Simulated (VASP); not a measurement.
Wanted: the native input for a VASP 6.6.1 run.

```
Task                   : single point
Functional             : PBE
Potentials or basis    : VASP PAW PBE potentials, release 64 (B, P)
Cutoff                 : 500 eV
k mesh                 : 4 × 4 × 4
Occupations            : gaussian, width 0.2 eV
Spin                   : no spin polarisation
Dipole correction      : no
Further INCAR settings : ALGO = Normal; EDIFF = 1e-06; NBANDS = 19
```

The structure of B5P lies in POSCAR:

```
B5P
1.0
    4.3350862347      0.0000000000      0.0000000000
   -2.1675431173      3.7542948068      0.0000000000
    0.0000000000      0.0000000000      2.8400430053
B P
5 1
Direct
    0.5000000000      0.0000000000      0.5000000000
    0.5000000000      0.5000000000      0.5000000000
    0.0000000000      0.5000000000      0.5000000000
    0.3333333333      0.6666666667      0.0000000000
    0.6666666667      0.3333333333      0.0000000000
    0.0000000000      0.0000000000      0.0000000000
```

These files were run (other wordings do the same):

INCAR

```
  ALGO = Normal
  EDIFF = 1E-6
  ENCUT = 500
  GGA = PE
  GGA_COMPAT = False
  ISIF = 2
  ISMEAR = 0
  LASPH = True
  LCHARG = False
  LREAL = False
  LWAVE = False
  NBANDS = 19
  NELM = 120
  PREC = Accurate
  SIGMA = 0.2
```

KPOINTS

```
k-points
0
Gamma
  4 4 4
```

Potentials or basis: VASP PAW PBE potentials, release 64 (B, P).

The run is started by

```sh
$ cat potpaw_PBE.64/B/POTCAR potpaw_PBE.64/P/POTCAR > POTCAR
$ mpirun -np 1 vasp_std > vasp.out
```

Results of the run:

```
Pressure               : -0.3 GPa
Band gap on the k mesh : zero (band 10 reaches 11.93 eV, above the bottom of band 11 at 5.88 eV)
```

Caveat: the k points lie up to 0.55 Å⁻¹ apart.

Run time: 14 s on 1 thread of Intel Xeon 8259CL (shared host), peak memory 0.15 GiB.
